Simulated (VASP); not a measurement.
ZnO:

```xyz
2
Lattice="0.0188 2.1338 2.1338 2.1338 0.0188 2.1338 2.1525 2.1525 0.0000" Properties=species:S:1:pos:R:3 pbc="T T T"
Zn    0.0000    0.0000    0.0000
O     2.1525    2.1525    2.1338
```

This cell differs from its parent crystal: shear xy strain +1.8%.

Base run:

```yaml
Program: VASP 6.6.1
Functional: r2SCAN
Potentials_or_basis: VASP PAW PBE potentials, release 64 (Zn, O_h)
Cutoff: 1480 eV
k_mesh: 10 × 10 × 10
Occupations: gaussian, width 0.01 eV
Spin: no spin polarisation
```

Its results: band gap on the k mesh 1.54 eV (least direct gap 2.92 eV); pressure 1.2 GPa.

Q: The run is repeated on the same cell with these changes: functional from r2SCAN to PBE; cutoff from 1480 eV to 1340 eV; occupations from gaussian, width 0.01 eV to fermi-dirac, width 0.02 eV. What comes out?

A: Band gap on the k mesh 0.91 eV (least direct gap 2.25 eV); pressure 9.0 GPa.

Caveats: the structure was generated, so it needn't be the stable form of ZnO; the PAW data sets were made with another functional, which shifts forces and pressure a little (at least some runs); the cell stands under pressure (at least some runs).

A k mesh can miss the band edges.
